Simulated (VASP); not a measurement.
# Hf (Fmmm) in VASP: further runs, part 2 of 2

VASP 6.6.1. Earlier steps stand in the parts before.

### Step 4. Single point, PBEsol (strain -0.0300 x Voigt [0, 0, 0, 1, 0, 0])

INCAR reads:

```
SYSTEM = Hf
PREC = Accurate ; ENCUT = 520
EDIFF = 1E-7 ; ISMEAR = 0
SIGMA = 0.15 ; LREAL = .False.
LASPH = .True. ; NELM = 80
ALGO = Fast ; ISIF = 2
LWAVE = .False. ; LCHARG = .False.
GGA = PS ; NBANDS = 11
```

KPOINTS reads:

```
Automatic mesh
0
Gamma
  18 18 18
  0 0 0
```

POSCAR reads:

```
Hf
1.0
   -1.8050000000      1.7779250000      1.7779250000
    1.8050000000     -1.8320750000      1.8320750000
    1.8050000000      1.8320750000     -1.8320750000
Hf
1
Direct
    0.0000000000      0.0000000000      0.0000000000
```

Potentials or basis: VASP PAW PBE potentials, release 64 (Hf_pv).

Launch:

```console
cat potpaw_PBE.64/Hf_pv/POTCAR > POTCAR
mpirun -np 1 vasp_std > vasp.out
```

OUTCAR:

```text
SYSTEM = Hf
   PREC = Accurate
   ENCUT = 520
   EDIFF = 1E-7
   ISMEAR = 0
   LREAL = .False.
   LASPH = .True.
   NELM = 80
   ISIF = 2
   GGA = PS

 ion  position               nearest neighbor table
   1  0.000  0.000  0.000-

  LATTYP: Found a face centered orthorhombic cell.
 ALAT       =     3.6100000000
 B/A-ratio  =     1.3930003589
 C/A-ratio  =     1.4354267658

  Lattice vectors:

 A1 = (   0.0000000000,  -0.0541500000,   3.6100000000)
 A2 = (   1.8050000000,  -1.8320750000,   1.8320750000)
 A3 = (   1.8050000000,   1.7779250000,   1.7779250000)

Analysis of symmetry for initial positions (statically):
=====================================================================
 Subroutine PRICEL returns:
 Original cell was already a primitive cell.

 Routine SETGRP: Setting up the symmetry group for a
 face centered orthorhombic supercell.

 Subroutine GETGRP returns: Found  8 space group operations
 (whereof  8 operations were pure point group operations)
 out of a pool of  8 trial point group operations.

The static configuration has the point symmetry D_2h.

[... 159 lines left out ...]
 E-fermi :   4.0902     XC(G=0): -11.1648

 val. band max:        4.0889190795   @ k =  -0.4444  -0.3889   0.1111
 cond. band min:       4.0909304390   @ k =  -0.4444  -0.3889   0.0556
 fundamental gap:      0.0020113595
 Fermi energy:         4.0901735099

 k-point     1 :       0.0000    0.0000    0.0000
  band No.  band energies     occupation
      1     -25.9090      2.00000
      2     -25.8878      2.00000
      3     -25.8676      2.00000
      4      -2.7892      2.00000
      5       5.3504      0.00000
      6       5.5331      0.00000
      7       5.7621      0.00000
      8       8.2113      0.00000
      9       8.2359      0.00000
     10      16.9422      0.00000
     11      17.1794      0.00000
[... 309 lines left out ...]
 k-point    24 :       0.2222    0.1111    0.0000
  band No.  band energies     occupation
      1     -26.3365      2.00000
      2     -26.0382      2.00000
      3     -25.9323      2.00000
      4      -0.1887      2.00000
      5       4.2763      0.07922
      6       4.4526      0.00063
      7       7.3414      0.00000
      8       8.3952      0.00000
      9       8.5874      0.00000
     10      16.4996      0.00000
     11      17.8997      0.00000

 [... further k-points ...]
[... 5 lines left out ...]
  --------------------------------------------------------------------------------------
  -------------------------------------------------------------------------------------
  Total       -1.3595577     -1.3658346     -1.3658346      0.0000000      0.1920193      0.0000000
  in kB      -92.6220416    -93.0496629    -93.0496629      0.0000000     13.0816209      0.0000000
  external PRESSURE =     -92.9071224 kB  Pullay stress =       0.0000000 kB

 VOLUME and BASIS-vectors are now :
 -----------------------------------------------------------------------------
  energy-cutoff  :      520.00
  volume of cell :       23.52
      direct lattice vectors                 reciprocal lattice vectors
    -1.805000000  1.777925000  1.777925000     0.000000000  0.281226711  0.281226711
     1.805000000 -1.832075000  1.832075000     0.277008310  0.004156060  0.277070651
     1.805000000  1.832075000 -1.832075000     0.277008310  0.277070651  0.004156060

 POSITION                                       TOTAL-FORCE (eV/Angst)
 -----------------------------------------------------------------------------------
      0.00000      0.00000      0.00000         0.000000      0.000000      0.000000
 -----------------------------------------------------------------------------------
    total drift:                                0.000000     -0.000000     -0.000000

  FREE ENERGIE OF THE ION-ELECTRON SYSTEM (eV)
  ---------------------------------------------------
  free  energy   TOTEN  =       -10.2699446072 eV

  energy  without entropy=      -10.2465057229  energy(sigma->0) =      -10.25822517
```

stdout:

```text
POSCAR found type information on POSCAR Hf
 POSCAR found :  1 types and       1 ions
 scaLAPACK will be used
 -----------------------------------------------------------------------------
|                                                                             |
|                                                                             |
|     You enforced a specific xc type in the INCAR file but a different       |
|     I HOPE YOU KNOW WHAT YOU ARE DOING!                                     |
|                                                                             |
 -----------------------------------------------------------------------------

 LDA part: xc-table for (Slater+PW92), standard interpolation
 POSCAR, INCAR and KPOINTS ok, starting setup
 FFT: planning ... GRIDC
 FFT: planning ... GRID_SOFT
 FFT: planning ... GRID
 WAVECAR not read
 entering main loop
WARNING in EDDRMM: call to ZHEGV failed, returncode =   8  4     11
```

Run time: 1.7 min. Hardware: 1 thread of Intel Xeon Platinum 8375C at 2.90GHz (Ice Lake), shared host; peak memory 0.32 GiB.

What came out:

- Free energy: -10.2699 eV
- Pressure: -9.3 GPa
- Band gap on the k mesh: zero (band 5 reaches 5.46 eV, above the bottom of band 6 at 3.45 eV)

Stress tensor (GPa, compression positive):
```
-9.26  0.00  0.00
 0.00 -9.30  1.31
 0.00  1.31 -9.30
```

Caveat: the cell differs from its parent crystal (strain -0.0300 x Voigt [0, 0, 0, 1, 0, 0]); the PAW data sets were made with another functional, which shifts forces and pressure a little; spin-orbit coupling is left out, which moves the levels of the heavy elements.

### Step 5. Single point, PBEsol (strain +0.0150 x Voigt [0, 0, 0, 1, 0, 0])

INCAR reads:

```
SYSTEM = Hf
PREC = Accurate
ENCUT = 520
EDIFF = 1E-6
ISMEAR = 0
SIGMA = 0.15
LREAL = .FALSE.
LASPH = .TRUE.
NELM = 60
ALGO = Fast
ISIF = 2
LWAVE = .FALSE.
LCHARG = .TRUE.
GGA = PS
LELF = .TRUE.
LVHAR = .TRUE.
NBANDS = 11
```

KPOINTS reads:

```
regular mesh
0
G
  18 18 18
  0 0 0
```

POSCAR reads:

```
Hf
1.0
   -1.8050000000      1.8185375000      1.8185375000
    1.8050000000     -1.7914625000      1.7914625000
    1.8050000000      1.7914625000     -1.7914625000
Hf
1
Direct
    0.0000000000      0.0000000000      0.0000000000
```

Launch:

```console
cat potpaw_PBE.64/Hf_pv/POTCAR > POTCAR
mpirun -np 1 vasp_std > vasp.out
```

Wall time 84 s (1 thread of Intel Xeon Platinum 8375C at 2.90GHz (Ice Lake), shared host); peak memory 0.33 GiB.

The run converged. Its results:

```
Free energy            : -10.2719 eV
Pressure               : -9.3 GPa
Band gap on the k mesh : zero (band 5 reaches 5.53 eV, above the bottom of band 6 at 3.40 eV)
```

Stress tensor (GPa, compression positive):
```
-9.30  0.00  0.00
 0.00 -9.31 -0.66
 0.00 -0.66 -9.31
```

Levels at points of the mesh, in eV from the Fermi level:
```csv
k point,band 3,band 4,band 5,band 6,band 7,band 8
"(0.00, 0.00, 0.00)",-29.97,-6.88,1.36,1.46,1.57,4.12
"(0.50, 0.00, 0.00)",-29.98,-3.27,-0.46,0.82,3.99,4.96
"(0.00, 0.50, 0.00)",-29.98,-3.23,-0.43,0.91,3.91,4.87
"(0.00, 0.50, 0.50)",-29.99,-3.20,-0.40,1.01,3.83,4.77
"(0.50, 0.50, 0.50)",-30.45,-2.36,-2.36,6.28,6.40,6.53
```

Caveat: the cell differs from its parent crystal (strain +0.0150 x Voigt [0, 0, 0, 1, 0, 0]); the PAW data sets were made with another functional, which shifts forces and pressure a little; spin-orbit coupling is left out, which moves the levels of the heavy elements.

### Step 6. Single point, PBEsol (strain +0.0525 x Voigt [0, 0, 0, 1, 0, 0])

INCAR reads:

```
SYSTEM = Hf
PREC     = Accurate       ! precision mode
ENCUT    = 520            ! plane-wave cutoff, eV
EDIFF    = 1E-6           ! SCF threshold, eV
ISMEAR   = 0              ! smearing method
SIGMA    = 0.15           ! smearing width, eV
LREAL    = .FALSE.        ! projectors in reciprocal space
LASPH    = .TRUE.         ! aspherical terms in the spheres
NELM     = 80             ! most SCF steps
ALGO     = Fast           ! electronic algorithm
ISIF     = 2              ! what is computed and relaxed
LWAVE    = .FALSE.        ! write WAVECAR
LCHARG   = .FALSE.        ! write CHGCAR
GGA      = PS             ! functional
NBANDS   = 11             ! bands
```

KPOINTS reads:

```
Automatic mesh
0
G
  18 18 18
  0 0 0
```

POSCAR reads:

```
Hf
1.0
   -1.8050000000      1.8523812500      1.8523812500
    1.8050000000     -1.7576187500      1.7576187500
    1.8050000000      1.7576187500     -1.7576187500
Hf
1
Direct
    0.0000000000      0.0000000000      0.0000000000
```

Potentials or basis: VASP PAW PBE potentials, release 64 (Hf_pv).

Launch:

```console
cat potpaw_PBE.64/Hf_pv/POTCAR > POTCAR
mpirun -np 1 vasp_std > vasp.out
```

It took 79 s on 1 thread of Intel Xeon Platinum 8375C at 2.90GHz (Ice Lake), shared host; peak memory 0.32 GiB.

The run converged. Its results:

```
Free energy            : -10.2647 eV
Pressure               : -9.2 GPa
Band gap on the k mesh : zero (band 5 reaches 5.49 eV, above the bottom of band 6 at 3.47 eV)
```

Stress tensor (GPa, compression positive):
```
-9.11  0.00  0.00
 0.00 -9.23 -2.25
 0.00 -2.25 -9.23
```

Levels at points of the mesh, in eV from the Fermi level:
| k point | band 1 | band 2 | band 3 | band 4 | band 5 | band 6 | band 7 | band 8 | band 9 | band 10 |
| --- | --- | --- | --- | --- | --- | --- | --- | --- | --- | --- |
| (0.00, 0.00, 0.00) | -30.01 | -29.97 | -29.94 | -6.88 | 1.11 | 1.40 | 1.83 | 4.13 | 4.21 | 12.68 |
| (0.50, 0.00, 0.00) | -30.63 | -30.15 | -29.95 | -3.35 | -0.54 | 0.61 | 4.22 | 5.20 | 6.94 | 9.01 |
| (0.00, 0.50, 0.00) | -30.68 | -30.20 | -29.97 | -3.23 | -0.44 | 0.93 | 3.94 | 4.87 | 7.10 | 9.57 |
| (0.00, 0.50, 0.50) | -30.71 | -30.26 | -30.00 | -3.13 | -0.34 | 1.25 | 3.65 | 4.52 | 7.46 | 10.00 |
| (0.50, 0.50, 0.50) | -30.54 | -30.47 | -30.40 | -2.38 | -2.35 | 5.98 | 6.36 | 6.72 | 6.85 | 6.85 |

Caveat: the cell differs from its parent crystal (strain +0.0525 x Voigt [0, 0, 0, 1, 0, 0]); the PAW data sets were made with another functional, which shifts forces and pressure a little; spin-orbit coupling is left out, which moves the levels of the heavy elements.

### Step 7. The runs side by side

| cell | further INCAR settings | gap on the mesh (eV) | pressure (GPa) |
| --- | --- | --- | --- |
| a = 3.064, b = 3.189, c = 3.189 Å, angles 111.1, 109.5, 109.5°, 1 atom | ALGO = Fast; EDIFF = 1e-06; NBANDS = 11 | none | -9.2 |
| a = 3.173, b = 3.080, c = 3.080 Å, angles 108.2, 109.5, 109.5°, 1 atom | ALGO = Fast; EDIFF = 1e-06; NBANDS = 11 | none | -9.2 |
| a = 3.095, b = 3.158, c = 3.158 Å, angles 110.3, 109.5, 109.5°, 1 atom | ALGO = Fast; EDIFF = 1e-07; NBANDS = 11 | none | -9.3 |
| a = 3.142, b = 3.111, c = 3.111 Å, angles 109.1, 109.5, 109.5°, 1 atom | ALGO = Fast; EDIFF = 1e-06; NBANDS = 11 | none | -9.3 |
| a = 3.181, b = 3.072, c = 3.072 Å, angles 108.0, 109.5, 109.5°, 1 atom | ALGO = Fast; EDIFF = 1e-06; NBANDS = 11 | none | -9.2 |

Alike in all rows: task single point; level PBEsol; potentials or basis VASP PAW PBE potentials, release 64 (Hf_pv); no spin polarisation; k mesh 18 × 18 × 18; cutoff (eV) 520; smearing gaussian 0.15 eV.

Caveats: the PAW data sets were made with another functional, which shifts forces and pressure a little; spin-orbit coupling is left out, which moves the levels of the heavy elements.

Absolute energies hang on the potentials; compare differences alone.
